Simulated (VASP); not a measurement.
**Pb: single point with PBEsol**

Pb:

```
Pb
1.0
    -1.98135    1.98135    1.98135
     1.98135   -1.98135    1.98135
     1.98135    1.98135   -1.98135
Pb
1
Cartesian
  0.0000 0.0000 0.0000
```

This cell differs from its parent crystal: volume scaled by 1.04.

```
Program             : VASP 6.6.1
Task                : single point
Functional          : PBEsol
Potentials or basis : VASP PAW PBE potentials, release 64 (Pb_d)
Cutoff              : 520 eV
k mesh              : 13 × 13 × 13
Occupations         : fermi-dirac, width 0.1 eV
Spin                : no spin polarisation
```

- Pressure: -1.8 GPa
- Band gap on the k mesh: zero (band 7 reaches 14.23 eV, above the bottom of band 8 at 4.93 eV)

Levels at points of the mesh, in eV from the Fermi level:
| k point | band 3 | band 4 | band 5 | band 6 | band 7 | band 8 | band 9 | band 10 | band 11 | band 12 |
| --- | --- | --- | --- | --- | --- | --- | --- | --- | --- | --- |
| (0.00, 0.00, 0.00) | -17.02 | -16.80 | -16.80 | -11.60 | 7.42 | 7.42 | 7.42 | 11.07 | 11.07 | 11.07 |

Run time: 34 s on 1 thread of Intel(R) Xeon(R) Platinum 8259CL CPU @ 2.50GHz (Skylake/Cascade Lake), on a shared host, peak memory 0.17 GiB.

Caveat: the PAW data sets were made with another functional, which shifts forces and pressure a little; spin-orbit coupling is left out, which moves the levels of the heavy elements.
